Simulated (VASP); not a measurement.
Write the native input for VASP 6.6.1 that does the following.

```
Task                                : relaxation of the atoms
Functional                          : LDA
Potentials or basis                 : VASP PAW LDA potentials, release 64 (Ge_d, H)
Cutoff                              : 450 eV
k mesh                              : 6 × 3 × 1
Occupations                         : gaussian, width 0.05 eV
Spin                                : no spin polarisation
Dipole correction                   : yes
Atoms held fixed (from 0)           : [0, 1, 2, 3, 4, 5, 14, 15, 16, 17]
Further INCAR settings              : ALGO = Normal; EDIFF = 1e-07; NELMDL = -8; IBRION = 2; EDIFFG = -0.03; NSW = 50
Atoms held along some axes (from 0) : atom 12 along c; atom 13 along c
```

The structure of Ge7H2 lies in POSCAR:

```
Ge7H2
1.0
    3.9752292141      0.0000000000      0.0000000000
    0.0000000000      7.9504584281      0.0000000000
    0.0000000000      0.0000000000     22.1891745247
Ge H
14 4
Selective dynamics
Direct
    0.0000000000      0.2500000000      0.2211186323  F F F
    0.0000000000      0.7500000000      0.2211186323  F F F
    0.0000000000      0.5000000000      0.2844583372  F F F
    0.0000000000      0.0000000000      0.2844583372  F F F
    0.5000000000      0.5000000000      0.3477980422  F F F
    0.5000000000      0.0000000000      0.3477980422  F F F
    0.5000000000      0.7523979660      0.4121975985  T T T
    0.5000000000      0.2485870310      0.4073200134  T T T
    0.0000000000      0.7497851046      0.4761580464  T T T
    0.0000000000      0.2560447473      0.4676033393  T T T
    0.0000000000      0.0063015910      0.5390228950  T T T
    0.0000000000      0.4930569563      0.5361593738  T T T
    0.5000000000      0.1552757891      0.5695623682  T T F
    0.5000000000      0.4493857706      0.6094016150  T T F
   -0.3085651772      0.2500000000      0.1796750369  F F F
    0.3085651772      0.2500000000      0.1796750369  F F F
    0.3079205199      0.7500000000      0.1794214520  F F F
   -0.3079205199      0.7500000000      0.1794214520  F F F
```

These files were run (other wordings do the same):

INCAR

```
PREC = Accurate
ENCUT = 450
EDIFF = 1E-7
ISMEAR = 0
SIGMA = 0.05
LREAL = False
LASPH = True
NELM = 120
ALGO = Normal
ISIF = 2
LWAVE = False
LCHARG = False
LDIPOL = True
IDIPOL = 3
DIPOL = 0.5 0.5 0.358
GGA = CA
IBRION = 2
NSW = 50
EDIFFG = -0.03
GGA_COMPAT = False
NELMIN = 4
NELMDL = -8
KPAR = 4
```

KPOINTS

```
Automatic mesh
0
Gamma
  6 3 1
```

Potentials or basis: VASP PAW LDA potentials, release 64 (Ge_d, H).

Run with:

```sh
$ cat potpaw_LDA.64/Ge_d/POTCAR potpaw_LDA.64/H/POTCAR > POTCAR
$ mpirun -np 4 vasp_std > vasp.out
```

Results of the run:

| Property | Result |
| --- | --- |
| Energy gained by relaxing | 4.7 meV/atom |
| Ionic steps | 12 |
| Band gap on the k mesh | 0.42 eV (least direct gap 0.44 eV) |

Run time: 23 min on 4 MPI ranks on Intel(R) Xeon(R) 6975P-C (Granite Rapids), on a shared host, peak memory 0.71 GiB a rank.
